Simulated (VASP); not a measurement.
Set up this calculation in VASP 6.6.1, as the native input.

* Task: relaxation of cell and atoms
* Functional: PBE
* Potentials or basis: VASP PAW PBE potentials, release 64 (Ta_pv, Nb_sv, O)
* Cutoff: 600 eV
* k mesh: 6 × 6 × 6
* Occupations: gaussian, width 0.1 eV
* Spin: no spin polarisation
* Dipole correction: no
* Further INCAR settings: ALGO = Normal; EDIFF = 1e-06; IBRION = 2; EDIFFG = -0.04; NSW = 90; ISIF = 3

The structure of Ta2NbO2 lies in POSCAR:

```
Ta2NbO2
1.0
   -1.8387052200      1.8387052200      4.9604862700
    1.8387052200     -1.8387052200      4.9604862700
    1.8387052200      1.8387052200     -4.9604862700
Ta Nb O
2 1 2
Direct
    0.7500000000      0.2500000000      0.5000000000
    0.2500000000      0.7500000000      0.5000000000
    0.0000000000      0.0000000000      0.0000000000
    0.6208527700      0.6208527700      0.0000000000
    0.3791472300      0.3791472300      0.0000000000
```

The input as run:

INCAR

```
SYSTEM = Ta2NbO2
ALGO = Normal ; EDIFF = 1E-6
EDIFFG = -0.04 ; ENCUT = 600
GGA = PE ; IBRION = 2
ISIF = 3 ; ISMEAR = 0
LASPH = .TRUE. ; LCHARG = .FALSE.
LREAL = .FALSE. ; LWAVE = .FALSE.
NELM = 80 ; NSW = 90
PREC = Accurate ; SIGMA = 0.1
```

KPOINTS

```
k-points
0
G
  6 6 6
  0 0 0
```

Potentials or basis: VASP PAW PBE potentials, release 64 (Ta_pv, Nb_sv, O).

Run with:

```console
$ cat potpaw_PBE.64/Ta_pv/POTCAR potpaw_PBE.64/Nb_sv/POTCAR potpaw_PBE.64/O/POTCAR > POTCAR
$ mpirun -np 1 vasp_std > vasp.out
```

It gave:

| Quantity | Value |
| --- | --- |
| Relaxed volume | 15.16 Å³/atom |
| Relaxed cell | a = 5.156 Å, b = 5.156 Å, c = 5.156 Å, α = 131.26°, β = 131.26°, γ = 71.40° |
| Space group after relaxing (to 0.05 Å) | I4/mmm (No. 139) |
| Energy gained by relaxing | 591.9 meV/atom |
| Ionic steps | 31 |
| Pressure after relaxing | -0.2 GPa |

Caveat: the k points lie up to 0.35 Å⁻¹ apart in the final cell; an odd number of electrons without spin polarisation forces a metal; a magnetic or distorted state may lie lower.

Run time: 39 min on 1 thread of Intel(R) Xeon(R) Platinum 8375C CPU @ 2.90GHz (Ice Lake) (shared host), peak memory 0.43 GiB.
